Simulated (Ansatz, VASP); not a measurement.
Two plane-wave programs on In2S

```
In S
1.0
     3.80951    0.00000    0.00000
    -1.90475    3.29913    0.00000
     0.00000    0.00000    8.77988
In S
2 1
Direct
  0.33333 0.66667 0.79240
  0.33333 0.66667 0.20760
  0.00000 0.00000 0.00000
```

Change from the starting cell: species swapped into the Te2W type (P-6m2, No. 187).

Alike in both runs: functional PBE; k mesh 6 × 6 × 2; occupations gaussian, width 0.1 eV; no spin polarisation.

Ansatz relaxed the structure, and its values are those at the end. VASP's run is a single point on that final structure, the one shown.

|  | VASP | Ansatz |
| --- | --- | --- |
| version | VASP 6.6.1 | Ansatz 0.2.0 |
| potentials or method | VASP PAW PBE potentials, release 64 (In_d, S), cutoff 520 eV | scalar-relativistic, plane waves, PAW |
| valence electrons in the cell | 32 | 32 |

```tsv
	VASP	Ansatz	Ansatz less VASP
gap on the k mesh at the Fermi level (eV)	0.51	0.52	+0.008
least direct gap on the mesh (eV)	0.51	0.52	+0.008
pressure (GPa)	-0.1	0.0	+0.03
rms of the force components (eV/Å)	0.000	0.004	+0.0041
```
